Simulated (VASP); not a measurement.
# GaN (Fm-3m) in VASP: single point with r2SCAN

Aim: the single point of GaN with r2SCAN.

All numbers are computed with VASP 6.6.1; they aren't measurements. Logs are shortened: lines on timing, memory, paths and dates and some standing lists are left out, and cuts for length are marked.

## Step 1: The cell of the first run

The structure is cubic, space group Fm-3m (No. 225). Conventional cell: a = 4.217 Å, b = 4.217 Å, c = 4.217 Å, α = 90.00°, β = 90.00°, γ = 90.00°. Ga (site symmetry m-3m) has 6 N at 2.11 Å within 2.8 Å. N (site symmetry m-3m) has 6 Ga at 2.11 Å within 2.8 Å.

## Step 2: Single point, r2SCAN

POSCAR reads:

```
GaN
1.0
    0.0000000000      2.1085153689      2.1085153689
    2.1085153689      0.0000000000      2.1085153689
    2.1085153689      2.1085153689      0.0000000000
Ga N
1 1
Direct
    0.5000000000      0.5000000000      0.5000000000
    0.0000000000      0.0000000000      0.0000000000
```

INCAR.step1 reads:

```
  PREC = Accurate
  ENCUT = 520
  ISMEAR = 0
  SIGMA = 0.01
  LREAL = F
  LASPH = T
  NELM = 100
  NBANDS = 16
  GGA = PE
  ALGO = Normal
  EDIFF = 1E-4
  LWAVE = T
  LCHARG = F
```

INCAR.step2 reads:

```
  PREC = Accurate
  ENCUT = 520
  EDIFF = 1E-7
  ISMEAR = 0
  SIGMA = 0.01
  LREAL = F
  LASPH = T
  NELM = 100
  ALGO = Normal
  ISIF = 2
  LWAVE = F
  LCHARG = F
  METAGGA = R2SCAN
  LMIXTAU = T
  NBANDS = 16
  ISTART = 1
```

KPOINTS reads:

```
Automatic mesh
0
Gamma
  8 8 8
```

Potentials or basis: VASP PAW PBE potentials, release 64 (Ga_d, N).

Started as:

```sh
$ cat potpaw_PBE.64/Ga_d/POTCAR potpaw_PBE.64/N/POTCAR > POTCAR
$ cp INCAR.step1 INCAR
$ mpirun -np 1 vasp_std > vasp.out
$ cp INCAR.step2 INCAR
$ mpirun -np 1 vasp_std > vasp.out
```

OUTCAR:

```text
PREC = Accurate
   ENCUT = 520
   EDIFF = 1E-7
   ISMEAR = 0
   LREAL = F
   LASPH = T
   NELM = 100
   ISIF = 2
   METAGGA = R2SCAN
   ISTART = 1

 ion  position               nearest neighbor table
   1  0.500  0.500  0.500-   2 2.11   2 2.11   2 2.11   2 2.11   2 2.11   2 2.11
   2  0.000  0.000  0.000-   1 2.11   1 2.11   1 2.11   1 2.11   1 2.11   1 2.11

  LATTYP: Found a face centered cubic cell.
 ALAT       =     4.2170307378

  Lattice vectors:

 A1 = (   0.0000000000,   2.1085153689,   2.1085153689)
 A2 = (   2.1085153689,   0.0000000000,   2.1085153689)
 A3 = (   2.1085153689,   2.1085153689,   0.0000000000)

Analysis of symmetry for initial positions (statically):
=====================================================================
 Subroutine PRICEL returns:
 Original cell was already a primitive cell.

 Routine SETGRP: Setting up the symmetry group for a
 face centered cubic supercell.

 Subroutine GETGRP returns: Found 48 space group operations
 (whereof 48 operations were pure point group operations)
 out of a pool of 48 trial point group operations.

The static configuration has the point symmetry O_h .

Analysis of symmetry for dynamics (positions and initial velocities):
=====================================================================
 Subroutine PRICEL returns:
 Original cell was already a primitive cell.

 Routine SETGRP: Setting up the symmetry group for a
 face centered cubic supercell.

 Subroutine GETGRP returns: Found 48 space group operations
 (whereof 48 operations were pure point group operations)
 out of a pool of 48 trial point group operations.

The dynamic configuration has the point symmetry O_h .

 Subroutine INISYM returns: Found 48 space group operations
 (whereof 48 operations are pure point group operations),
 and found     1 'primitive' translations

----------------------------------------------------------------------------------------

                                     Primitive cell

  volume of cell :      18.7482

  direct lattice vectors                    reciprocal lattice vectors
     0.000000000  2.108515369  2.108515369    -0.237133676  0.237133676  0.237133676
     2.108515369  0.000000000  2.108515369     0.237133676 -0.237133676  0.237133676
     2.108515369  2.108515369  0.000000000     0.237133676  0.237133676 -0.237133676

  length of vectors
     2.981891031  2.981891031  2.981891031     0.410727575  0.410727575  0.410727575
[... 80 lines left out ...]
   NELM   =    100;   NELMIN=  2; NELMDL=  0     # of ELM steps
   EDIFF  = 0.1E-06   stopping-criterion for ELM
   LREAL  =      F    real-space projection
   EDIFFG = 0.1E-05   stopping-criterion for IOM
   NSW    =      0    number of steps for IOM
   IBRION =     -1    ionic relax: 0-MD 1-quasi-New 2-CG
   NFREE  =      0    steps in history (QN), initial steepest desc. (CG)
   ISIF   =      2    stress and relaxation
   ISYM   =      2    0-nonsym 1-usesym 2-fastsym
   POTIM  = 0.5000    time-step for ionic-motion
   TEBEG  =    0.0;   TEEND  =   0.0 temperature during run
   PSTRESS=    0.0 pullay stress
   NELECT =      18.0000    total number of electrons
   NUPDOWN=      -1.0000    fix difference up-down
   EMIN   =  10.00;   EMAX   =-10.00  energy-range for DOS
   EFERMI =   0.00;   METHOD = LEGACY
   ISMEAR =     0;   SIGMA  =   0.01  broadening in eV -4-tet -1-fermi 0-gaus
   EFERMI_NEDOS =   21; number of points for ismear=-14 and -15
   IALGO  =     38    algorithm
   IMIX   =      4    mixing-type and parameters
     AMIX     =   0.40;   BMIX     =  1.00
     AMIX_MAG =   1.60;   BMIX_MAG =  1.00
  volume/ion in A,a.u.               =       9.37        63.26
  Fermi-wavevector in a.u.,A,eV,Ry     =   1.615024  3.051952 35.488097  2.608302
  Thomas-Fermi vector in A             =   2.709838
   LORBIT       =      0    0 simple, 1 ext, 2 COOP (PROOUT), +10 PAW based schemes
   METAGGA = R2SCAN    functional components
   LHFCALC =     F    Hartree Fock is set to
   AEXX    =    0.0000 exact exchange contribution
   IVDW    =     0    specifies the selected vdW correction
   LEPSILON=     F    determine dielectric tensor
   LRPA    =     F    only Hartree local field effects (RPA)
 non-spin polarized calculation
 Gauss-broadening in eV      SIGMA  =   0.01
  energy-cutoff  :      520.00
  volume of cell :       18.75
 maximum number of plane-waves:       531
 NGX is ok and might be reduce to    24
   NGX = 11   NGY = 11   NGZ = 11

 number of electron      18.0000008 magnetization

 Free energy of the ion-electron system (eV)
  ---------------------------------------------------
  ext. energy  EPLUGINS =         0.00000000
  ---------------------------------------------------
  free energy    TOTEN  =       -20.97502255 eV

  energy without entropy =      -20.97502255  energy(sigma->0) =      -20.97502255

 E-fermi :   7.7944     XC(G=0): -14.2190

 val. band max:        7.7271564104   @ k =  -0.2500   0.1250   0.0000
 cond. band min:       8.8956184071   @ k =   0.5000   0.5000   0.0000
 fundamental gap:      1.1684619967
 Fermi energy:         7.7943658549

 k-point     1 :       0.0000    0.0000    0.0000
  band No.  band energies     occupation
      1     -10.3884      2.00000
      2      -6.6384      2.00000
      3      -6.6384      2.00000
      4      -6.6384      2.00000
      5      -6.5688      2.00000
      6      -6.5688      2.00000
[... 433 lines left out ...]
      3      -6.6883      2.00000
      4      -6.5923      2.00000
      5      -6.4101      2.00000
      6      -5.2943      2.00000
[... 8 lines left out ...]
     15      27.7838      0.00000
     16      32.6169      0.00000

 [... further k-points ...]

------------------------ aborting loop because EDIFF is reached ----------------------------------------

  FORCE on cell =-STRESS in cart. coord.  units (eV):
  Direction    XX          YY          ZZ          XY          YZ          ZX
  --------------------------------------------------------------------------------------
  -------------------------------------------------------------------------------------
  Total        0.1567745      0.1567745      0.1567745     -0.0000000      0.0000000      0.0000000
  in kB       13.3975572     13.3975572     13.3975572     -0.0000000      0.0000000      0.0000000
  external PRESSURE =      13.3975572 kB  Pullay stress =       0.0000000 kB

 VOLUME and BASIS-vectors are now :
 -----------------------------------------------------------------------------
  energy-cutoff  :      520.00
  volume of cell :       18.75
      direct lattice vectors                 reciprocal lattice vectors
     0.000000000  2.108515369  2.108515369    -0.237133676  0.237133676  0.237133676
     2.108515369  0.000000000  2.108515369     0.237133676 -0.237133676  0.237133676
     2.108515369  2.108515369  0.000000000     0.237133676  0.237133676 -0.237133676

 POSITION                                       TOTAL-FORCE (eV/Angst)
 -----------------------------------------------------------------------------------
      2.10852      2.10852      2.10852         0.000000     -0.000000      0.000000
      0.00000      0.00000      0.00000        -0.000000      0.000000      0.000000
 -----------------------------------------------------------------------------------
    total drift:                                0.000000     -0.000000      0.000000

  FREE ENERGIE OF THE ION-ELECTRON SYSTEM (eV)
  ---------------------------------------------------
  free  energy   TOTEN  =       -20.9750225525 eV

  energy  without entropy=      -20.9750225525  energy(sigma->0) =      -20.97502255
```

OUTCAR.step1:

```text
PREC = Accurate
   ENCUT = 520
   ISMEAR = 0
   LREAL = F
   LASPH = T
[... 677 lines left out ...]
 -----------------------------------------------------------------------------------
      2.10852      2.10852      2.10852        -0.000000      0.000000     -0.000000
      0.00000      0.00000      0.00000         0.000000     -0.000000      0.000000
 -----------------------------------------------------------------------------------
    total drift:                                0.000000     -0.000000      0.000000

  FREE ENERGIE OF THE ION-ELECTRON SYSTEM (eV)
  ---------------------------------------------------
  free  energy   TOTEN  =       -11.1838357038 eV

  energy  without entropy=      -11.1838357038  energy(sigma->0) =      -11.18383570
```

OSZICAR.step1:

```text
N       E                     dE             d eps       ncg     rms          rms(c)
DAV:   1     0.746750053374E+02    0.74675E+02   -0.88023E+03  1032   0.216E+03
DAV:   2    -0.849815181413E+01   -0.83173E+02   -0.77996E+02  1072   0.322E+02
DAV:   3    -0.129795940953E+02   -0.44814E+01   -0.44660E+01  1056   0.632E+01
DAV:   4    -0.130170120099E+02   -0.37418E-01   -0.37416E-01  1096   0.615E+00
DAV:   5    -0.130174387873E+02   -0.42678E-03   -0.42678E-03  1160   0.606E-01    0.737E+00
DAV:   6    -0.112061866403E+02    0.18113E+01   -0.43604E+00  1312   0.400E+01    0.238E+00
DAV:   7    -0.111986158268E+02    0.75708E-02   -0.23239E-01  1080   0.517E+00    0.158E+00
DAV:   8    -0.111857029681E+02    0.12913E-01   -0.31708E-02  1080   0.217E+00    0.525E-01
DAV:   9    -0.111838243531E+02    0.18786E-02   -0.67128E-03  1080   0.195E+00    0.114E-01
DAV:  10    -0.111838357038E+02   -0.11351E-04   -0.55940E-04  1032   0.285E-01
   1 F= -.11183836E+02 E0= -.11183836E+02  d E =-.404571E-16
```

Wall time 45 s (1 thread of AMD EPYC 7R13 (Zen 3), shared host); peak memory 0.11 GiB.

Results:

```yaml
Free_energy: -20.9750 eV
Pressure: 1.3 GPa
Band_gap_on_the_k_mesh: 1.17 eV, indirect (least direct gap 3.41 eV)
```

Caveat: the PAW data sets were made with another functional, which shifts forces and pressure a little. A k mesh can miss the band edges.
